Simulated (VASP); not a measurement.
A run of VASP 6.6.1 is set up as follows.

Contents of INCAR:

```
SYSTEM = Ti4C
PREC = Accurate
ENCUT = 520
EDIFF = 1E-7
ISMEAR = 0
SIGMA = 0.1
LREAL = .FALSE.
LASPH = .TRUE.
NELM = 100
ALGO = Normal
ISIF = 2
LWAVE = .FALSE.
LCHARG = .FALSE.
LDIPOL = .TRUE.
IDIPOL = 3
DIPOL = 0.5 0.5 0.342
GGA = PS
NBANDS = 34
```

The input KPOINTS:

```
Automatic mesh
0
G
  8 8 1
  0 0 0
```

POSCAR

```
Ti4C
1.0
    3.2102321090      0.0000000000      0.0000000000
    0.0000000000      3.2102321090      0.0000000000
    0.0000000000      0.0000000000     20.1069940753
Ti C
4 1
Direct
    0.5000000000      0.5000000000      0.1989357527
    0.0000000000      0.0000000000      0.2787644953
    0.5000000000      0.5000000000      0.3538359372
    0.0000000000      0.0000000000      0.4280597111
    0.5000000000      0.5000000000      0.4480295821
```

Potentials or basis: VASP PAW PBE potentials, release 64 (Ti_sv, C).

The run is started by

```bash
$ cat potpaw_PBE.64/Ti_sv/POTCAR potpaw_PBE.64/C/POTCAR > POTCAR
$ mpirun -np 1 vasp_std > vasp.out
```

Task: What does it give for the band gap on the k mesh?

Result: Zero (bands 26 and 27 overlap by 0.48 eV).

Task: What does it give for the largest force?

Result: 2.875 eV/Å.

Forces in eV/Å, atoms in the order of the input:
```
Ti   0.000  0.000  0.271
Ti   0.000  0.000 -0.897
Ti   0.000  0.000 -2.275
Ti   0.000  0.000  2.875
C    0.000  0.000  0.026
```

Caveat: the PAW data sets were made with another functional, which shifts forces and pressure a little.
